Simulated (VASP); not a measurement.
# NbSi (rocksalt type) (Fm-3m) in VASP: a series of runs, part 2 of 2

VASP 6.6.1. The steps go on from the part before.

**4. Relaxation of cell and atoms, PBE**

This run uses another cell than the first one, of 17.06 Å³/atom.

INCAR

```
SYSTEM = NbSi
PREC = Accurate ; ENCUT = 500
EDIFF = 1E-7 ; ISMEAR = -1
SIGMA = 0.1 ; LREAL = .FALSE.
LASPH = .TRUE. ; NELM = 120
ALGO = Normal ; ISIF = 3
LWAVE = .FALSE. ; LCHARG = .FALSE.
GGA = PE ; IBRION = 2
NSW = 60 ; EDIFFG = -0.005
GGA_COMPAT = .FALSE. ; NELMIN = 4
```

KPOINTS

```
regular mesh
0
G
  13 13 13
  0 0 0
```

POSCAR

```
NbSi
1.0
    0.0000000000      2.5742341955      2.5742341955
    2.5742341955      0.0000000000      2.5742341955
    2.5742341955      2.5742341955      0.0000000000
Nb Si
1 1
Direct
    0.0000000000      0.0000000000      0.0000000000
    0.5000000000      0.5000000000      0.5000000000
```

Potentials or basis: VASP PAW PBE potentials, release 64 (Nb_sv, Si).

Launch:

```
$ cat potpaw_PBE.64/Nb_sv/POTCAR potpaw_PBE.64/Si/POTCAR > POTCAR
$ mpirun -np 1 vasp_std > vasp.out
```

OUTCAR:

```text
SYSTEM = NbSi
   PREC = Accurate
   ENCUT = 500
   EDIFF = 1E-7
   ISMEAR = -1
   LREAL = .FALSE.
   LASPH = .TRUE.
   NELM = 120
   ISIF = 3
   GGA = PE
   IBRION = 2
   NSW = 60
   EDIFFG = -0.005
   NELMIN = 4

 ion  position               nearest neighbor table
   1  0.000  0.000  0.000-   2 2.57   2 2.57   2 2.57   2 2.57   2 2.57   2 2.57
   2  0.500  0.500  0.500-   1 2.57   1 2.57   1 2.57   1 2.57   1 2.57   1 2.57

  LATTYP: Found a face centered cubic cell.
 ALAT       =     5.1484683910

  Lattice vectors:

 A1 = (   0.0000000000,   2.5742341955,   2.5742341955)
 A2 = (   2.5742341955,   0.0000000000,   2.5742341955)
 A3 = (   2.5742341955,   2.5742341955,   0.0000000000)

Analysis of symmetry for initial positions (statically):
=====================================================================
 Subroutine PRICEL returns:
 Original cell was already a primitive cell.

 Routine SETGRP: Setting up the symmetry group for a
 face centered cubic supercell.

 Subroutine GETGRP returns: Found 48 space group operations
 (whereof 48 operations were pure point group operations)
 out of a pool of 48 trial point group operations.

The static configuration has the point symmetry O_h .

Analysis of symmetry for dynamics (positions and initial velocities):
=====================================================================
 Subroutine PRICEL returns:
 Original cell was already a primitive cell.

 Routine SETGRP: Setting up the symmetry group for a
 face centered cubic supercell.

 Subroutine GETGRP returns: Found 48 space group operations
 (whereof 48 operations were pure point group operations)
 out of a pool of 48 trial point group operations.

The dynamic configuration has the point symmetry O_h .

 Subroutine INISYM returns: Found 48 space group operations
 (whereof 48 operations are pure point group operations),
 and found     1 'primitive' translations

----------------------------------------------------------------------------------------

                                     Primitive cell

  volume of cell :      34.1173

  direct lattice vectors                    reciprocal lattice vectors
     0.000000000  2.574234195  2.574234195    -0.194232522  0.194232522  0.194232522
     2.574234195  0.000000000  2.574234195     0.194232522 -0.194232522  0.194232522
     2.574234195  2.574234195  0.000000000     0.194232522  0.194232522 -0.194232522

  length of vectors
     3.640516912  3.640516912  3.640516912     0.336420597  0.336420597  0.336420597

  position of ions in fractional coordinates (direct lattice)
     0.000000000  0.000000000  0.000000000
     0.500000000  0.500000000  0.500000000

  ion indices of the primitive-cell ions
   primitive index   ion index
                 1           1
                 2           2

----------------------------------------------------------------------------------------

 KPOINTS: regular mesh

Automatic generation of k-mesh.
 Grid dimensions read from file:
 generate k-points for:   13   13   13

 Generating k-lattice:

  Cartesian coordinates                     Fractional coordinates (reciprocal lattice)
    -0.014940963  0.014940963  0.014940963     0.076923077  0.000000000  0.000000000
     0.014940963 -0.014940963  0.014940963     0.000000000  0.076923077  0.000000000
[... 52 lines left out ...]
   ISPIN  =      1    spin polarized calculation?
   LNONCOLLINEAR =      F non collinear calculations
   LSORBIT =      F    spin-orbit coupling
   LASPH  =      T    aspherical Exc in radial PAW
   ENCUT  =  500.0 eV  36.75 Ry    6.06 a.u.   6.64  6.64  6.64*2*pi/ulx,y,z
   NELM   =    120;   NELMIN=  4; NELMDL= -5     # of ELM steps
   EDIFF  = 0.1E-06   stopping-criterion for ELM
   LREAL  =      F    real-space projection
   EDIFFG = -.5E-02   stopping-criterion for IOM
   NSW    =     60    number of steps for IOM
   IBRION =      2    ionic relax: 0-MD 1-quasi-New 2-CG
   NFREE  =      1    steps in history (QN), initial steepest desc. (CG)
   ISIF   =      3    stress and relaxation
   ISYM   =      2    0-nonsym 1-usesym 2-fastsym
   POTIM  = 0.5000    time-step for ionic-motion
   TEBEG  =    0.0;   TEEND  =   0.0 temperature during run
   PSTRESS=    0.0 pullay stress
   NELECT =      17.0000    total number of electrons
   NUPDOWN=      -1.0000    fix difference up-down
   EMIN   =  10.00;   EMAX   =-10.00  energy-range for DOS
   EFERMI =   0.00;   METHOD = LEGACY
   ISMEAR =    -1;   SIGMA  =   0.10  broadening in eV -4-tet -1-fermi 0-gaus
   EFERMI_NEDOS =   21; number of points for ismear=-14 and -15
   IALGO  =     38    algorithm
   IMIX   =      4    mixing-type and parameters
     AMIX     =   0.40;   BMIX     =  1.00
     AMIX_MAG =   1.60;   BMIX_MAG =  1.00
  volume/ion in A,a.u.               =      17.06       115.12
  Fermi-wavevector in a.u.,A,eV,Ry     =   1.297876  2.452629 22.918758  1.684481
  Thomas-Fermi vector in A             =   2.429240
   LORBIT       =      0    0 simple, 1 ext, 2 COOP (PROOUT), +10 PAW based schemes
   GGA     = PE    functional components
   LHFCALC =     F    Hartree Fock is set to
   AEXX    =    0.0000 exact exchange contribution
   IVDW    =     0    specifies the selected vdW correction
   LEPSILON=     F    determine dielectric tensor
   LRPA    =     F    only Hartree local field effects (RPA)
 conjugate gradient relaxation of ions
 non-spin polarized calculation
  energy-cutoff  :      500.00
  volume of cell :       34.12
 maximum number of plane-waves:       893
   NGX = 13   NGY = 13   NGZ = 13

--------------------------------------- Ionic step        1  -------------------------------------------

 number of electron      17.0000002 magnetization

 Free energy of the ion-electron system (eV)
  ---------------------------------------------------
  ext. energy  EPLUGINS =         0.00000000
  ---------------------------------------------------
  free energy    TOTEN  =       -16.11655169 eV

  energy without entropy =      -16.07236259  energy(sigma->0) =      -16.09445714

------------------------ aborting loop because EDIFF is reached ----------------------------------------

  FORCE on cell =-STRESS in cart. coord.  units (eV):
  Direction    XX          YY          ZZ          XY          YZ          ZX
  --------------------------------------------------------------------------------------
  -------------------------------------------------------------------------------------
  Total       -0.0460365     -0.0460365     -0.0460365     -0.0000000     -0.0000000      0.0000000
  in kB       -2.1619135     -2.1619135     -2.1619135     -0.0000000     -0.0000000      0.0000000
  external PRESSURE =      -2.1619135 kB  Pullay stress =       0.0000000 kB
[... 59 lines left out ...]
--------------------------------------- Ionic step        3  -------------------------------------------

 number of electron      17.0000002 magnetization

 Free energy of the ion-electron system (eV)
  ---------------------------------------------------
  ext. energy  EPLUGINS =         0.00000000
  ---------------------------------------------------
  free energy    TOTEN  =       -16.11658546 eV

  energy without entropy =      -16.07247686  energy(sigma->0) =      -16.09453116

 E-fermi :  10.3046     XC(G=0): -11.5961

 val. band max:       10.2848420885   @ k =   0.4615   0.2308   0.0769
 cond. band min:      10.3750122770   @ k =  -0.2308   0.2308   0.0769
 fundamental gap:      0.0901701885
 Fermi energy:        10.3046422526

 k-point     1 :       0.0000    0.0000    0.0000
  band No.  band energies     occupation
      1     -45.0012      2.00000
      2     -21.0199      2.00000
      3     -21.0199      2.00000
      4     -21.0199      2.00000
      5      -0.4058      2.00000
      6       9.0287      1.99999
      7       9.0287      1.99999
      8       9.0287      1.99999
      9       9.5640      1.99879
     10       9.5641      1.99879
     11      12.6863      0.00000
     12      12.6863      0.00000
[... 331 lines left out ...]
 k-point    24 :       0.4615    0.1538    0.0000
  band No.  band energies     occupation
      1     -44.9838      2.00000
      2     -21.2024      2.00000
      3     -21.0683      2.00000
      4     -21.0578      2.00000
      5       2.3740      2.00000
      6       5.2983      2.00000
      7       7.0357      2.00000
      8       7.5557      2.00000
      9      10.6662      0.05238
     10      11.5969      0.00000
     11      12.5918      0.00000
     12      15.4091      0.00000

 [... further k-points ...]

------------------------ aborting loop because EDIFF is reached ----------------------------------------

  FORCE on cell =-STRESS in cart. coord.  units (eV):
  Direction    XX          YY          ZZ          XY          YZ          ZX
  --------------------------------------------------------------------------------------
  -------------------------------------------------------------------------------------
  Total        0.0013644      0.0013644      0.0013644     -0.0000000     -0.0000000      0.0000000
  in kB        0.0641687      0.0641687      0.0641687     -0.0000000     -0.0000000      0.0000000
  external PRESSURE =       0.0641687 kB  Pullay stress =       0.0000000 kB
[... 17 lines left out ...]
  FREE ENERGIE OF THE ION-ELECTRON SYSTEM (eV)
  ---------------------------------------------------
  free  energy   TOTEN  =       -16.1165854637 eV

  energy  without entropy=      -16.0724768576  energy(sigma->0) =      -16.09453116

 reached required accuracy - stopping structural energy minimisation
```

OSZICAR:

```text
N       E                     dE             d eps       ncg     rms          rms(c)
DAV:   1     0.126851886978E+03    0.12685E+03   -0.84542E+03  2016   0.129E+03
DAV:   2    -0.976654551848E+01   -0.13662E+03   -0.13121E+03  2352   0.436E+02
[... 25 lines left out ...]
DAV:   1    -0.161170974143E+02   -0.56829E-03   -0.15365E-02  2284   0.193E+00    0.167E-01
DAV:   2    -0.161166475219E+02    0.44989E-03   -0.20820E-03  3128   0.611E-01    0.596E-02
DAV:   3    -0.161165864951E+02    0.61027E-04   -0.13530E-04  3304   0.111E-01    0.209E-02
DAV:   4    -0.161165833201E+02    0.31750E-05   -0.51491E-05  3504   0.551E-02    0.134E-02
DAV:   5    -0.161165856320E+02   -0.23119E-05   -0.18750E-05  3720   0.411E-02    0.322E-03
DAV:   6    -0.161165854845E+02    0.14745E-06   -0.12312E-06  2612   0.998E-03    0.177E-03
DAV:   7    -0.161165854637E+02    0.20848E-07   -0.14031E-07  1548   0.348E-03
   3 F= -.16116585E+02 E0= -.16094531E+02  d E =-.337778E-04
```

It took 67 s on 1 thread of Intel Xeon Platinum 8375C at 2.90GHz (Ice Lake), shared host; peak memory 0.18 GiB.

Results:

```
Free energy                           : -16.1166 eV
Relaxed volume                        : 17.03 Å³/atom
Relaxed cell                          : a = 3.639 Å, b = 3.639 Å, c = 3.639 Å, α = 60.00°, β = 60.00°, γ = 60.00°
Space group after relaxing (to 0.1 Å) : Fm-3m (No. 225)
Energy gained by relaxing             : 0.0 meV/atom
Ionic steps                           : 3
Pressure after relaxing               : 0.0 GPa
Band gap on the k mesh                : zero (an odd number of electrons rules out a gap without spin polarisation)
```

Final structure:
```yaml
crystal:
  lattice:
    - [0.00000, 2.57298, 2.57298]
    - [2.57298, 0.00000, 2.57298]
    - [2.57298, 2.57298, 0.00000]
  atoms:
    - { symbol: Nb, position: [0.00000, 0.00000, 0.00000] }
    - { symbol: Si, position: [0.50000, 0.50000, 0.50000] }
```

**5. Single point, PBE**

INCAR

```
SYSTEM = NbSi
PREC = Accurate ; ENCUT = 520
EDIFF = 1E-6 ; ISMEAR = -1
SIGMA = 0.1 ; LREAL = .FALSE.
LASPH = .TRUE. ; NELM = 100
ALGO = Normal ; ISIF = 2
LWAVE = .FALSE. ; LCHARG = .TRUE.
GGA = PE ; LELF = .TRUE.
LVHAR = .TRUE. ; NBANDS = 16
```

KPOINTS

```
Automatic mesh
0
G
  14 14 14
  0 0 0
```

POSCAR

```
NbSi
1.0
    0.0000000000      2.3203128184      2.3203128184
    2.3203128184      0.0000000000      2.3203128184
    2.3203128184      2.3203128184      0.0000000000
Nb Si
1 1
Direct
    0.0000000000      0.0000000000      0.0000000000
    0.5000000000      0.5000000000      0.5000000000
```

Launch:

```
$ cat potpaw_PBE.64/Nb_sv/POTCAR potpaw_PBE.64/Si/POTCAR > POTCAR
$ mpirun -np 1 vasp_std > vasp.out
```

Wall time 48 s (1 thread of Intel Xeon 8259CL, shared host); peak memory 0.17 GiB.

The run converged. Its results:

| Quantity | Value |
| --- | --- |
| Free energy | -14.2386 eV |
| Pressure | 84.8 GPa |
| Band gap on the k mesh | zero (an odd number of electrons rules out a gap without spin polarisation) |

Levels at points of the mesh, in eV from the Fermi level:
| k point | band 6 | band 7 | band 8 | band 9 | band 10 | band 11 |
| --- | --- | --- | --- | --- | --- | --- |
| (0.00, 0.00, 0.00) | -2.26 | -2.26 | -2.26 | -1.25 | -1.25 | 3.29 |
| (0.50, 0.00, 0.00) | -7.11 | -4.37 | -4.37 | 1.90 | 1.90 | 4.13 |
| (0.50, 0.50, 0.00) | -5.12 | -3.70 | 0.42 | 0.61 | 0.61 | 2.97 |

Caveat: the cell stands under pressure.

**6. Single point, PBE**

INCAR

```
PREC = Accurate
ENCUT = 520
EDIFF = 1E-6
ISMEAR = -1
SIGMA = 0.1
LREAL = False
LASPH = True
NELM = 100
ALGO = Normal
ISIF = 2
LWAVE = False
LCHARG = False
GGA = PE
NBANDS = 16
```

KPOINTS

```
Automatic mesh
0
Gamma
  14 14 14
```

POSCAR

```
NbSi
1.0
    0.0000000000      2.3200936451      2.3200936451
    2.3200936451      0.0000000000      2.3200936451
    2.3200936451      2.3200936451      0.0000000000
Nb Si
1 1
Direct
    0.0000000000      0.0000000000      0.0000000000
    0.5000000000      0.5000000000      0.5000000000
```

Potentials or basis: VASP PAW PBE potentials, release 64 (Nb_sv, Si).

Launch:

```
$ cat potpaw_PBE.64/Nb_sv/POTCAR potpaw_PBE.64/Si/POTCAR > POTCAR
$ mpirun -np 1 vasp_std > vasp.out
```

OUTCAR:

```text
PREC = Accurate
   ENCUT = 520
   EDIFF = 1E-6
   ISMEAR = -1
   LREAL = False
   LASPH = True
   NELM = 100
   ISIF = 2
   GGA = PE

 ion  position               nearest neighbor table
   1  0.000  0.000  0.000-   2 2.32   2 2.32   2 2.32   2 2.32   2 2.32   2 2.32
   2  0.500  0.500  0.500-   1 2.32   1 2.32   1 2.32   1 2.32   1 2.32   1 2.32

  LATTYP: Found a face centered cubic cell.
 ALAT       =     4.6401872902

  Lattice vectors:

[... 641 lines left out ...]

------------------------ aborting loop because EDIFF is reached ----------------------------------------

  FORCE on cell =-STRESS in cart. coord.  units (eV):
  Direction    XX          YY          ZZ          XY          YZ          ZX
  --------------------------------------------------------------------------------------
  -------------------------------------------------------------------------------------
  Total       13.2359762     13.2359762     13.2359762     -0.0000000      0.0000000      0.0000000
  in kB      849.0241049    849.0241049    849.0241049     -0.0000000      0.0000000      0.0000000
  external PRESSURE =     849.0241049 kB  Pullay stress =       0.0000000 kB

 VOLUME and BASIS-vectors are now :
 -----------------------------------------------------------------------------
  energy-cutoff  :      520.00
  volume of cell :       24.98
      direct lattice vectors                 reciprocal lattice vectors
     0.000000000  2.320093645  2.320093645    -0.215508543  0.215508543  0.215508543
     2.320093645  0.000000000  2.320093645     0.215508543 -0.215508543  0.215508543
     2.320093645  2.320093645  0.000000000     0.215508543  0.215508543 -0.215508543

 POSITION                                       TOTAL-FORCE (eV/Angst)
 -----------------------------------------------------------------------------------
      0.00000      0.00000      0.00000         0.000000     -0.000000     -0.000000
      2.32009      2.32009      2.32009         0.000000      0.000000      0.000000
 -----------------------------------------------------------------------------------
    total drift:                                0.000000     -0.000000     -0.000000

  FREE ENERGIE OF THE ION-ELECTRON SYSTEM (eV)
  ---------------------------------------------------
  free  energy   TOTEN  =       -14.2348912299 eV

  energy  without entropy=      -14.2034251993  energy(sigma->0) =      -14.21915821
```

It took 51 s on 1 thread of Intel Xeon 8259CL, shared host; peak memory 0.17 GiB.

What came out:

```
Free energy            : -14.2349 eV
Pressure               : 84.9 GPa
Band gap on the k mesh : zero (an odd number of electrons rules out a gap without spin polarisation)
```

Caveat: the cell stands under pressure.

**7. The runs side by side**

```tsv
task	cell	k mesh	cutoff (eV)	gap on the mesh (eV)	pressure (GPa)
single point	a = 3.282 Å, angles 60.0°, 2 atoms	14 × 14 × 14	500	none	84.3
single point	a = 3.641 Å, angles 60.0°, 2 atoms	13 × 13 × 13	500	none	-0.2
relaxation of cell and atoms	relaxed from a = 3.641 Å, angles 60.0°, 2 atoms	13 × 13 × 13	500	none	0.0
single point	a = 3.281 Å, angles 60.0°, 2 atoms	14 × 14 × 14	520	none	84.9
```

Alike in all rows: level PBE; potentials or basis VASP PAW PBE potentials, release 64 (Nb_sv, Si); no spin polarisation; smearing fermi-dirac 0.1 eV.

Caveats: the cell stands under pressure (at least some runs).

Total energies depend on the potentials used, so only differences within one code and one set of settings carry meaning.

The gap in the log of VASP goes by the Fermi energy; the results here count the filled bands.